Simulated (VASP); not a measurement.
A run of VASP 6.6.1 is set up as follows.

File INCAR:

```
SYSTEM = PtSe2
  PREC = Accurate
  ENCUT = 520
  EDIFF = 1E-6
  ISMEAR = 0
  SIGMA = 0.1
  LREAL = .False.
  LASPH = .True.
  NELM = 150
  ALGO = Normal
  ISIF = 2
  LWAVE = .False.
  LCHARG = .False.
  LMAXMIX = 4
  LDAU = .True.
  LDAUTYPE = 2
  LDAUL = 2 -1
  LDAUU = 5 0
  LDAUJ = 0 0
  LDAUPRINT = 1
  GGA = PS
  IVDW = 13
  IBRION = 2
  NSW = 80
  EDIFFG = -0.005
```

Contents of KPOINTS:

```
regular mesh
0
Gamma
  6 6 4
  0 0 0
```

The input POSCAR:

```
PtSe2
1.0
    3.7240000000      0.0000000000      0.0000000000
   -1.8620000000      3.2250786037      0.0000000000
    0.0000000000      0.0000000000      5.0620000000
Pt Se
1 2
Direct
    0.0035380000     -0.0040250000      0.0048090000
    0.6741860000      0.3348120000      0.7475520000
    0.3292710000      0.6610800000      0.2488790000
```

Potentials or basis: VASP PAW PBE potentials, release 64 (Pt, Se).

The run is started by

```sh
$ cat potpaw_PBE.64/Pt/POTCAR potpaw_PBE.64/Se/POTCAR > POTCAR
$ mpirun -np 1 vasp_std > vasp.out
```

Question: What does it give for the dispersion energy per atom?

Answer: -0.287 eV.

Question: What does it give for the energy gained by relaxing?

Answer: 4.2 meV/atom.

Question: Estimate the band gap on the k mesh.

Answer: Zero (bands 11 and 12 overlap by 0.69 eV).

Final structure:
```
Pt Se
1.0
     3.72400    0.00000    0.00000
    -1.86200    3.22508    0.00000
     0.00000    0.00000    5.06200
Pt Se
1 2
Direct
  0.00232 0.99727 0.00041
  0.66904 0.33065 0.74824
  0.33563 0.66395 0.25259
```

Caveat: the cell differs from its parent crystal (atoms moved at random); spin-orbit coupling is left out, which moves the levels of the heavy elements; U without spin polarisation on a metal has little footing.
